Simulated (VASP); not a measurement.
Set up this calculation in VASP 6.6.1, as the native input.

* Task: electric field gradients
* Functional: PBE
* Potentials or basis: VASP PAW PBE potentials, release 64 (Si, O)
* Cutoff: 520 eV
* k mesh: 5 × 5 × 4
* Occupations: fermi-dirac, width 0.02 eV
* Spin: no spin polarisation
* Dipole correction: no
* Further INCAR settings: ALGO = Normal; EDIFF = 1e-08; NBANDS = 44; ISYM = 0

The structure of SiO2 lies in POSCAR:

```
SiO2
1.0
    4.9080000000      0.0000000000      0.0000000000
    0.0000000000      4.9080000000      0.0000000000
    0.0000000000      0.0000000000      6.7840000000
Si O
4 8
Direct
    0.3083000000      0.3083000000      0.0000000000
    0.1917000000      0.8083000000      0.2500000000
    0.6917000000      0.6917000000      0.5000000000
    0.8083000000      0.1917000000      0.7500000000
    0.2387000000      0.1161000000      0.1865000000
    0.3839000000      0.7387000000      0.4365000000
    0.7613000000      0.8839000000      0.6865000000
    0.6161000000      0.2613000000      0.9365000000
    0.7387000000      0.3839000000      0.5635000000
    0.8839000000      0.7613000000      0.3135000000
    0.2613000000      0.6161000000      0.0635000000
    0.1161000000      0.2387000000      0.8135000000
```

The input as run:

INCAR

```
SYSTEM = SiO2
PREC     = Accurate       ! precision mode
ENCUT    = 520            ! plane-wave cutoff, eV
EDIFF    = 1E-8           ! SCF threshold, eV
ISMEAR   = -1             ! smearing method
SIGMA    = 0.02           ! smearing width, eV
LREAL    = .False.        ! projectors in reciprocal space
LASPH    = .True.         ! aspherical terms in the spheres
NELM     = 100            ! most SCF steps
ALGO     = Normal         ! electronic algorithm
ISIF     = 2              ! what is computed and relaxed
LWAVE    = .False.        ! write WAVECAR
LCHARG   = .False.        ! write CHGCAR
GGA      = PE             ! functional
LEFG     = .True.       
ISYM     = 0            
NBANDS   = 44             ! bands
```

KPOINTS

```
regular mesh
0
Gamma
  5 5 4
  0 0 0
```

Potentials or basis: VASP PAW PBE potentials, release 64 (Si, O).

Run with:

```bash
$ cat potpaw_PBE.64/Si/POTCAR potpaw_PBE.64/O/POTCAR > POTCAR
$ mpirun -np 1 vasp_std > vasp.out
```

It gave:

```json
{
  "Pressure": "9.7 GPa",
  "Largest force": "0.890 eV/Å",
  "Band gap on the k mesh": "5.88 eV",
  "Largest electric field gradient by atom": "Si -12.8; O +83.2 V/Å²"
}
```

Caveat: the cell stands under pressure; without QUAD_EFG the Cq values of the log hold for a quadrupole moment of 1 mb, not for the nuclei; an odd mesh through Γ misses points on the zone boundary, where band edges can lie.

Wall time 4.9 min on 1 thread of Intel(R) Xeon(R) Platinum 8259CL CPU @ 2.50GHz (Skylake/Cascade Lake) (shared host), peak memory 0.42 GiB.
